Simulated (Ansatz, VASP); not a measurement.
**One calculation of Sb, two programs**

INCAR

```
ALGO = Normal
EDIFF = 1E-8
ENCUT = 520
GGA = PS
ISIF = 2
ISMEAR = -1
LASPH = T
LCHARG = F
LEFG = T
LREAL = F
LWAVE = F
NBANDS = 8
NELM = 80
PREC = Accurate
SIGMA = 0.05
```

Contents of KPOINTS:

```
k-points
0
Gamma
  12 12 12
```

Contents of POSCAR:

```
Sb
1.0
    0.0461000000      2.3280500000      2.3280500000
    2.3280500000      0.0461000000      2.3280500000
    2.3280500000      2.3280500000      0.0461000000
Sb
1
Direct
    0.0000000000      0.0000000000      0.0000000000
```

Input for Ansatz:

```yaml
crystal:
  lattice:
    - [0.0461, 2.32805, 2.32805]
    - [2.32805, 0.0461, 2.32805]
    - [2.32805, 2.32805, 0.0461]
  atoms:
    - { symbol: Sb, position: [0.0, 0.0, 0.0] }
kpoints:
  mp_grid: { grid: [12, 12, 12] }
scf:
  occupations: { method: fermi_dirac, width: 0.05 }
hamiltonian:
  xc: pbesol
  pseudopotentials: { kind: all_electron, datasets: crystal }
output:
  forces: true
  stress: true
  eigenvalues: true
  efg: { contact_densities: true }
```

Change from the starting cell: equal xy, yz and zx shear strains of +2 %, crystal datasets.

Alike in both runs: task electric field gradients; functional PBEsol; k mesh 12 × 12 × 12; occupations fermi-dirac, width 0.05 eV; no spin polarisation.

|  | VASP | Ansatz |
| --- | --- | --- |
| version | VASP 6.6.1 | Ansatz 0.2.0 |
| potentials or method | VASP PAW PBE potentials, release 64 (Sb), cutoff 520 eV | all-electron PAW with datasets made for the crystal, scalar-relativistic |

VASP gave:

* pressure (GPa): 5.5
* traceless stress, the component that is largest in VASP (GPa): -0.16
* size of Vzz on the site where it differs most (V/Å²): 10.5

Question: Which values does Ansatz return?

Answer: Pressure (GPa): 5.5; traceless stress, the component that is largest in VASP (GPa): -0.14; size of Vzz on the site where it differs most (V/Å²): 12.1.

VASP's potentials were made for PBE, not for PBEsol. Ansatz ran all-electron here, and VASP with PAW potentials.

Neither program's run includes spin-orbit coupling.
